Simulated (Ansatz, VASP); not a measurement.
## One calculation of Al, two programs

```
Al
1.0
     0.00000    2.07743    2.07743
     2.07743    0.00000    2.07743
     2.07743    2.07743    0.00000
Al
1
Direct
  0.00000 0.00000 0.00000
```

Alike in both runs: task single point; functional PBE; dispersion D3(BJ); k mesh 12 × 12 × 12; occupations methfessel-paxton of order 1, width 0.15 eV; no spin polarisation.

|  | VASP | Ansatz |
| --- | --- | --- |
| version | VASP 6.6.1 | Ansatz 0.2.0 |
| potentials or method | VASP PAW PBE potentials, release 64 (Al), cutoff 520 eV | plane waves, PAW |
| valence electrons in the cell | 3 | 3 |

```csv
,VASP,Ansatz,Ansatz less VASP
pressure (GPa),-8.3,-8.3,+0.02
```
